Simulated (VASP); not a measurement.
# SbOs (CsCl type) (Pm-3m) in VASP: notebook

The runs below take SbOs (CsCl type) through single point, with PBE.

All numbers are computed with VASP 6.6.1; they aren't measurements. Logs are shortened: lines on timing, memory, paths and dates and some standing lists are left out, and cuts for length are marked.

### Step 1. The cell of the first run

Symmetry: Pm-3m, No. 221, cubic system. Conventional cell: a = 3.004 Å, b = 3.004 Å, c = 3.004 Å, α = 90.00°, β = 90.00°, γ = 90.00°. Within 3.4 Å of Os (site symmetry m-3m) lie 8 Sb at 2.60 Å and 6 Os at 3.00 Å. Within 3.4 Å of Sb (site symmetry m-3m) lie 8 Os at 2.60 Å and 6 Sb at 3.00 Å.

### Step 2. Single point, PBE (volume scaled by 0.76)

INCAR reads:

```
SYSTEM = SbOs
PREC = Accurate ; ENCUT = 520
EDIFF = 1E-6 ; ISMEAR = -1
SIGMA = 0.05 ; LREAL = .False.
LASPH = .True. ; NELM = 60
ALGO = Normal ; ISIF = 2
LWAVE = .False. ; LCHARG = .True.
GGA = PE ; LELF = .True.
LVHAR = .True. ; NBANDS = 14
```

KPOINTS reads:

```
regular mesh
0
Gamma
  12 12 12
  0 0 0
```

POSCAR reads:

```
SbOs
1.0
    3.0042577168      0.0000000000      0.0000000000
    0.0000000000      3.0042577168      0.0000000000
    0.0000000000      0.0000000000      3.0042577168
Os Sb
1 1
Direct
    0.0000000000      0.0000000000      0.0000000000
    0.5000000000      0.5000000000      0.5000000000
```

Potentials or basis: VASP PAW PBE potentials, release 64 (Os, Sb).

Launch:

```sh
$ cat potpaw_PBE.64/Os/POTCAR potpaw_PBE.64/Sb/POTCAR > POTCAR
$ mpirun -np 1 vasp_std > vasp.out
```

OUTCAR:

```text
SYSTEM = SbOs
   PREC = Accurate
   ENCUT = 520
   EDIFF = 1E-6
   ISMEAR = -1
   LREAL = .False.
   LASPH = .True.
   NELM = 60
   ISIF = 2
   GGA = PE

 ion  position               nearest neighbor table
   1  0.000  0.000  0.000-   2 2.60   2 2.60   2 2.60   2 2.60   2 2.60   2 2.60   2 2.60   2 2.60

   2  0.500  0.500  0.500-   1 2.60   1 2.60   1 2.60   1 2.60   1 2.60   1 2.60   1 2.60   1 2.60

  LATTYP: Found a simple cubic cell.
 ALAT       =     3.0042577168

  Lattice vectors:

 A1 = (   3.0042577168,   0.0000000000,   0.0000000000)
 A2 = (   0.0000000000,   3.0042577168,   0.0000000000)
 A3 = (   0.0000000000,   0.0000000000,   3.0042577168)

Analysis of symmetry for initial positions (statically):
=====================================================================
 Subroutine PRICEL returns:
 Original cell was already a primitive cell.

 Routine SETGRP: Setting up the symmetry group for a
 simple cubic supercell.

 Subroutine GETGRP returns: Found 48 space group operations
 (whereof 48 operations were pure point group operations)
 out of a pool of 48 trial point group operations.

The static configuration has the point symmetry O_h .

Analysis of symmetry for dynamics (positions and initial velocities):
=====================================================================
 Subroutine PRICEL returns:
 Original cell was already a primitive cell.

 Routine SETGRP: Setting up the symmetry group for a
 simple cubic supercell.

 Subroutine GETGRP returns: Found 48 space group operations
 (whereof 48 operations were pure point group operations)
 out of a pool of 48 trial point group operations.

The dynamic configuration has the point symmetry O_h .

 Subroutine INISYM returns: Found 48 space group operations
 (whereof 48 operations are pure point group operations),
 and found     1 'primitive' translations

----------------------------------------------------------------------------------------

                                     Primitive cell

  volume of cell :      27.1151

  direct lattice vectors                    reciprocal lattice vectors
     3.004257717  0.000000000  0.000000000     0.332860924  0.000000000  0.000000000
     0.000000000  3.004257717  0.000000000     0.000000000  0.332860924  0.000000000
     0.000000000  0.000000000  3.004257717     0.000000000  0.000000000  0.332860924

  length of vectors
     3.004257717  3.004257717  3.004257717     0.332860924  0.332860924  0.332860924

  position of ions in fractional coordinates (direct lattice)
     0.000000000  0.000000000  0.000000000
     0.500000000  0.500000000  0.500000000

  ion indices of the primitive-cell ions
   primitive index   ion index
                 1           1
                 2           2

----------------------------------------------------------------------------------------

 KPOINTS: regular mesh

Automatic generation of k-mesh.
 Grid dimensions read from file:
 generate k-points for:   12   12   12

 Generating k-lattice:

  Cartesian coordinates                     Fractional coordinates (reciprocal lattice)
     0.027738410  0.000000000  0.000000000     0.083333333  0.000000000  0.000000000
     0.000000000  0.027738410  0.000000000     0.000000000  0.083333333  0.000000000
     0.000000000  0.000000000  0.027738410     0.000000000  0.000000000  0.083333333

  Length of vectors
     0.027738410  0.027738410  0.027738410

  Shift w.r.t. Gamma in fractional coordinates (k-lattice)
     0.000000000  0.000000000  0.000000000

 Subroutine IBZKPT returns following result:
 ===========================================

 Found     84 irreducible k-points:

 Following reciprocal coordinates:
            Coordinates               Weight
  0.000000  0.000000  0.000000      1.000000
  0.083333  0.000000  0.000000      6.000000
  0.166667  0.000000  0.000000      6.000000
  0.250000  0.000000  0.000000      6.000000
  0.333333  0.000000  0.000000      6.000000
  0.416667  0.000000  0.000000      6.000000
[... 16 lines left out ...]
  0.333333  0.333333  0.000000     12.000000
  0.416667  0.333333  0.000000     24.000000
 [... further k-points ...]
   k-points           NKPTS =     84   k-points in BZ     NKDIM =     84   number of bands    NBANDS=     14
   number of dos      NEDOS =    301   number of ions     NIONS =      2
   total plane-waves  NPLWV =  13824
   dimension x,y,z NGX =    24 NGY =   24 NGZ =   24
   dimension x,y,z NGXF=    48 NGYF=   48 NGZF=   48
   ions per type =               1   1
   NGX,Y,Z   is equivalent  to a cutoff of  13.28, 13.28, 13.28 a.u.
   NGXF,Y,Z  is equivalent  to a cutoff of  26.56, 26.56, 26.56 a.u.
 SYSTEM =  SbOs
   PREC   = accura    normal or accurate (medium, high low for compatibility)
   ISTART =      0    job   : 0-new  1-cont  2-samecut
   ICHARG =      2    charge: 1-file 2-atom 10-const
   ISPIN  =      1    spin polarized calculation?
   LNONCOLLINEAR =      F non collinear calculations
   LSORBIT =      F    spin-orbit coupling
   LASPH  =      T    aspherical Exc in radial PAW
   ENCUT  =  520.0 eV  38.22 Ry    6.18 a.u.   5.59  5.59  5.59*2*pi/ulx,y,z
   NELM   =     60;   NELMIN=  2; NELMDL= -5     # of ELM steps
   EDIFF  = 0.1E-05   stopping-criterion for ELM
   LREAL  =      F    real-space projection
   EDIFFG = 0.1E-04   stopping-criterion for IOM
   NSW    =      0    number of steps for IOM
   IBRION =     -1    ionic relax: 0-MD 1-quasi-New 2-CG
   NFREE  =      0    steps in history (QN), initial steepest desc. (CG)
   ISIF   =      2    stress and relaxation
   ISYM   =      2    0-nonsym 1-usesym 2-fastsym
   POTIM  = 0.5000    time-step for ionic-motion
   TEBEG  =    0.0;   TEEND  =   0.0 temperature during run
   PSTRESS=    0.0 pullay stress
   NELECT =      13.0000    total number of electrons
   NUPDOWN=      -1.0000    fix difference up-down
   EMIN   =  10.00;   EMAX   =-10.00  energy-range for DOS
   EFERMI =   0.00;   METHOD = LEGACY
   ISMEAR =    -1;   SIGMA  =   0.05  broadening in eV -4-tet -1-fermi 0-gaus
   EFERMI_NEDOS =   21; number of points for ismear=-14 and -15
   IALGO  =     38    algorithm
   IMIX   =      4    mixing-type and parameters
     AMIX     =   0.40;   BMIX     =  1.00
     AMIX_MAG =   1.60;   BMIX_MAG =  1.00
  volume/ion in A,a.u.               =      13.56        91.49
  Fermi-wavevector in a.u.,A,eV,Ry     =   1.281304  2.421313 22.337219  1.641739
  Thomas-Fermi vector in A             =   2.413681
   LORBIT       =      0    0 simple, 1 ext, 2 COOP (PROOUT), +10 PAW based schemes
   GGA     = PE    functional components
   LHFCALC =     F    Hartree Fock is set to
   AEXX    =    0.0000 exact exchange contribution
   IVDW    =     0    specifies the selected vdW correction
   LEPSILON=     F    determine dielectric tensor
   LRPA    =     F    only Hartree local field effects (RPA)
 non-spin polarized calculation
  energy-cutoff  :      520.00
  volume of cell :       27.12
 maximum number of plane-waves:       743
 NGX is ok and might be reduce to    24
   NGX = 11   NGY = 11   NGZ = 11

 number of electron      13.0000002 magnetization

 Free energy of the ion-electron system (eV)
  ---------------------------------------------------
  ext. energy  EPLUGINS =         0.00000000
  ---------------------------------------------------
  free energy    TOTEN  =       -11.99980449 eV

  energy without entropy =      -11.98240897  energy(sigma->0) =      -11.99110673

 E-fermi :  16.0019     XC(G=0): -13.8350

 val. band max:       15.9850949180   @ k =   0.4167   0.4167   0.0000
 cond. band min:      16.0346226814   @ k =   0.5000   0.3333   0.0000
 fundamental gap:      0.0495277634
 Fermi energy:        16.0019229880

 k-point     1 :       0.0000    0.0000    0.0000
  band No.  band energies     occupation
      1      -1.3979      2.00000
      2       9.4609      2.00000
      3       9.4609      2.00000
      4      14.2313      2.00000
      5      14.2313      2.00000
      6      14.2313      2.00000
      7      16.0892      0.29732
      8      16.0892      0.29732
      9      16.0892      0.29732
     10      23.3280      0.00000
     11      25.5737      0.00000
     12      25.5737      0.00000
     13      29.1383      0.00000
     14      29.1383      0.00000

 k-point     2 :       0.0833    0.0000    0.0000
  band No.  band energies     occupation
      1      -1.2527      2.00000
      2       9.4068      2.00000
      3       9.4902      2.00000
      4      13.6203      2.00000
      5      13.6203      2.00000
      6      14.2262      2.00000
      7      15.5588      1.99972
      8      16.8307      0.00000
      9      16.8307      0.00000
     10      23.8566      0.00000
     11      24.9646      0.00000
     12      25.9286      0.00000
     13      29.3148      0.00000
     14      29.3148      0.00000

 k-point     3 :       0.1667    0.0000    0.0000
  band No.  band energies     occupation
      1      -0.8223      2.00000
      2       9.0708      2.00000
      3       9.5723      2.00000
      4      12.6759      2.00000
      5      12.6759      2.00000
      6      14.2122      2.00000
      7      14.7191      2.00000
      8      18.1726      0.00000
      9      18.1726      0.00000
     10      23.8256      0.00000
     11      24.3766      0.00000
     12      27.4646      0.00000
     13      29.6205      0.00000
     14      29.6205      0.00000

 k-point     4 :       0.2500    0.0000    0.0000
  band No.  band energies     occupation
      1      -0.1229      2.00000
      2       8.1441      2.00000
      3       9.6894      2.00000
      4      11.8463      2.00000
      5      11.8463      2.00000
      6      14.1929      2.00000
      7      14.5153      2.00000
      8      19.6815      0.00000
      9      19.6815      0.00000
     10      22.7251      0.00000
     11      24.4704      0.00000
     12      29.2396      0.00000
     13      29.2396      0.00000
     14      29.8924      0.00000

 k-point     5 :       0.3333    0.0000    0.0000
  band No.  band energies     occupation
      1       0.8178      2.00000
      2       6.7330      2.00000
      3       9.8129      2.00000
      4      11.2199      2.00000
      5      11.2199      2.00000
      6      14.1737      2.00000
      7      15.0212      2.00000
      8      21.2868      0.00000
      9      21.2868      0.00000
     10      21.8497      0.00000
     11      24.4556      0.00000
[... 276 lines left out ...]
 k-point    22 :       0.5000    0.2500    0.0000
  band No.  band energies     occupation
      1       2.9902      2.00000
      2       5.7039      2.00000
      3       9.7572      2.00000
      4      10.6188      2.00000
      5      11.5047      2.00000
      6      13.2711      2.00000
      7      16.1007      0.24357
      8      19.5597      0.00000
      9      19.6985      0.00000
     10      22.6073      0.00000
     11      23.2482      0.00000
     12      26.9528      0.00000
     13      28.2672      0.00000
     14      28.9405      0.00000

 k-point    23 :       0.3333    0.3333    0.0000
  band No.  band energies     occupation
      1       2.3379      2.00000
      2       7.2859      2.00000
      3       8.9713      2.00000
      4      11.0081      2.00000
      5      11.9743      2.00000
      6      12.9094      2.00000
      7      15.8207      1.94810
      8      17.5697      0.00000
      9      20.6485      0.00000
     10      21.8889      0.00000
     11      25.1131      0.00000
     12      26.4935      0.00000
     13      27.9203      0.00000
     14      30.3107      0.00000

 k-point    24 :       0.4167    0.3333    0.0000
  band No.  band energies     occupation
      1       2.8799      2.00000
      2       6.9539      2.00000
      3       9.1018      2.00000
      4      10.8349      2.00000
      5      12.0131      2.00000
      6      12.8678      2.00000
      7      15.9372      1.56978
      8      18.0161      0.00000
      9      19.6845      0.00000
     10      21.6739      0.00000
     11      24.3386      0.00000
     12      26.5385      0.00000
     13      28.2704      0.00000
     14      29.4719      0.00000

 [... further k-points ...]

------------------------ aborting loop because EDIFF is reached ----------------------------------------

  FORCE on cell =-STRESS in cart. coord.  units (eV):
  Direction    XX          YY          ZZ          XY          YZ          ZX
  --------------------------------------------------------------------------------------
  -------------------------------------------------------------------------------------
  Total       17.0590354     17.0590354     17.0590354      0.0000000      0.0000000      0.0000000
  in kB     1007.9836699   1007.9836699   1007.9836699      0.0000000      0.0000000      0.0000000
  external PRESSURE =    1007.9836699 kB  Pullay stress =       0.0000000 kB

 VOLUME and BASIS-vectors are now :
 -----------------------------------------------------------------------------
  energy-cutoff  :      520.00
  volume of cell :       27.12
      direct lattice vectors                 reciprocal lattice vectors
     3.004257717  0.000000000  0.000000000     0.332860924  0.000000000  0.000000000
     0.000000000  3.004257717  0.000000000     0.000000000  0.332860924  0.000000000
     0.000000000  0.000000000  3.004257717     0.000000000  0.000000000  0.332860924

 POSITION                                       TOTAL-FORCE (eV/Angst)
 -----------------------------------------------------------------------------------
      0.00000      0.00000      0.00000         0.000000      0.000000      0.000000
      1.50213      1.50213      1.50213         0.000000      0.000000      0.000000
 -----------------------------------------------------------------------------------
    total drift:                               -0.000000      0.000000      0.000000

  FREE ENERGIE OF THE ION-ELECTRON SYSTEM (eV)
  ---------------------------------------------------
  free  energy   TOTEN  =       -11.9998044930 eV

  energy  without entropy=      -11.9824089737  energy(sigma->0) =      -11.99110673
```

Run time: 8.9 s. Hardware: 1 thread of Intel Xeon 6975P-C (Granite Rapids), shared host; peak memory 0.16 GiB.

Results:

```yaml
Free_energy: -11.9998 eV
Pressure: 100.8 GPa
```

Caveat: spin-orbit coupling is left out, which moves the levels of the heavy elements.

### Step 3. Single point, PBE (volume scaled by 0.84)

INCAR reads:

```
ALGO = Normal ; EDIFF = 1E-7
ENCUT = 520 ; GGA = PE
ISIF = 2 ; ISMEAR = -1
LASPH = T ; LCHARG = F
LREAL = F ; LWAVE = F
NBANDS = 14 ; NELM = 60
PREC = Accurate ; SIGMA = 0.05
```

KPOINTS reads:

```
k-points
0
Gamma
  12 12 12
```

POSCAR reads:

```
SbOs
1.0
    3.1061737842      0.0000000000      0.0000000000
    0.0000000000      3.1061737842      0.0000000000
    0.0000000000      0.0000000000      3.1061737842
Os Sb
1 1
Direct
    0.0000000000      0.0000000000      0.0000000000
    0.5000000000      0.5000000000      0.5000000000
```

Potentials or basis: VASP PAW PBE potentials, release 64 (Os, Sb).

Launch:

```sh
$ cat potpaw_PBE.64/Os/POTCAR potpaw_PBE.64/Sb/POTCAR > POTCAR
$ mpirun -np 1 vasp_std > vasp.out
```

OUTCAR:

```text
EDIFF = 1E-7
   ENCUT = 520
   GGA = PE
   ISIF = 2
   ISMEAR = -1
   LASPH = T
   LREAL = F
   NELM = 60
   PREC = Accurate

 ion  position               nearest neighbor table
   1  0.000  0.000  0.000-   2 2.69   2 2.69   2 2.69   2 2.69   2 2.69   2 2.69   2 2.69   2 2.69

   2  0.500  0.500  0.500-   1 2.69   1 2.69   1 2.69   1 2.69   1 2.69   1 2.69   1 2.69   1 2.69

  LATTYP: Found a simple cubic cell.
 ALAT       =     3.1061737842
[... 595 lines left out ...]

 [... further k-points ...]

------------------------ aborting loop because EDIFF is reached ----------------------------------------

  FORCE on cell =-STRESS in cart. coord.  units (eV):
  Direction    XX          YY          ZZ          XY          YZ          ZX
  --------------------------------------------------------------------------------------
  -------------------------------------------------------------------------------------
  Total        9.2935508      9.2935508      9.2935508     -0.0000000     -0.0000000     -0.0000000
  in kB      496.8382329    496.8382329    496.8382329     -0.0000000     -0.0000000     -0.0000000
  external PRESSURE =     496.8382329 kB  Pullay stress =       0.0000000 kB

 VOLUME and BASIS-vectors are now :
 -----------------------------------------------------------------------------
  energy-cutoff  :      520.00
  volume of cell :       29.97
      direct lattice vectors                 reciprocal lattice vectors
     3.106173784  0.000000000  0.000000000     0.321939489  0.000000000  0.000000000
     0.000000000  3.106173784  0.000000000     0.000000000  0.321939489  0.000000000
     0.000000000  0.000000000  3.106173784     0.000000000  0.000000000  0.321939489

 POSITION                                       TOTAL-FORCE (eV/Angst)
 -----------------------------------------------------------------------------------
      0.00000      0.00000      0.00000         0.000000      0.000000      0.000000
      1.55309      1.55309      1.55309         0.000000      0.000000      0.000000
 -----------------------------------------------------------------------------------
    total drift:                               -0.000000      0.000000      0.000000

  FREE ENERGIE OF THE ION-ELECTRON SYSTEM (eV)
  ---------------------------------------------------
  free  energy   TOTEN  =       -13.3024915692 eV

  energy  without entropy=      -13.2834802317  energy(sigma->0) =      -13.29298590
```

It took 9.9 s on 1 thread of Intel Xeon 6975P-C (Granite Rapids), shared host; peak memory 0.16 GiB.

Results:

```yaml
Free_energy: -13.3025 eV
Pressure: 49.7 GPa
```

Levels at points of the mesh, in eV from the Fermi level:
| k point | band 3 | band 4 | band 5 | band 6 | band 7 | band 8 | band 9 | band 10 |
| --- | --- | --- | --- | --- | --- | --- | --- | --- |
| (0.00, 0.00, 0.00) | -5.60 | -1.51 | -1.51 | -1.51 | 0.17 | 0.17 | 0.17 | 5.98 |
| (0.50, 0.00, 0.00) | -5.11 | -4.58 | -4.58 | -1.53 | 0.11 | 5.34 | 7.75 | 7.75 |
| (0.50, 0.50, 0.00) | -6.52 | -5.68 | -2.95 | -2.95 | 0.09 | 1.61 | 1.89 | 4.13 |
| (0.50, 0.50, 0.50) | -8.45 | -6.95 | 0.23 | 0.23 | 1.31 | 1.31 | 1.31 | 4.02 |

Caveat: spin-orbit coupling is left out, which moves the levels of the heavy elements.
